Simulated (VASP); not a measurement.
Wanted: the native input for a VASP 6.6.1 run.

```yaml
Task: single point
Functional: PBE
Potentials_or_basis: VASP PAW PBE potentials, release 64 (Ge_d)
Cutoff: 500 eV
k_mesh: 12 × 12 × 12
Occupations: gaussian, width 0.1 eV
Spin: no spin polarisation
Dipole_correction: no
Further_INCAR_settings: ALGO = Normal; EDIFF = 1e-06; NBANDS = 21
```

The structure of Ge lies in POSCAR:

```
Ge
1.0
    0.0000000000      2.9645024540      2.9645024540
    2.9645024540      0.0000000000      2.9645024540
    2.9645024540      2.9645024540      0.0000000000
Ge
2
Direct
    0.0000000000      0.0000000000      0.0000000000
    0.2500000000      0.2500000000      0.2500000000
```

This cell differs from its parent crystal: volume scaled by 1.09.

These files were run (other wordings do the same):

INCAR

```
ALGO = Normal
EDIFF = 1E-6
ENCUT = 500
GGA = PE
GGA_COMPAT = False
ISIF = 2
ISMEAR = 0
LASPH = True
LCHARG = False
LREAL = False
LWAVE = False
NBANDS = 21
NELM = 120
PREC = Accurate
SIGMA = 0.1
```

KPOINTS

```
k-points
0
Gamma
  12 12 12
```

Potentials or basis: VASP PAW PBE potentials, release 64 (Ge_d).

Command:

```sh
$ cat potpaw_PBE.64/Ge_d/POTCAR > POTCAR
$ mpirun -np 1 vasp_std > vasp.out
```

Results of the run:

```yaml
Pressure: -4.1 GPa
Band_gap_on_the_k_mesh: zero (band 14 reaches 3.72 eV, above the bottom of band 15 at 3.52 eV)
```

Wall time 2.2 min on 1 thread of AMD EPYC 7R13, with other jobs on the host, peak memory 0.17 GiB.
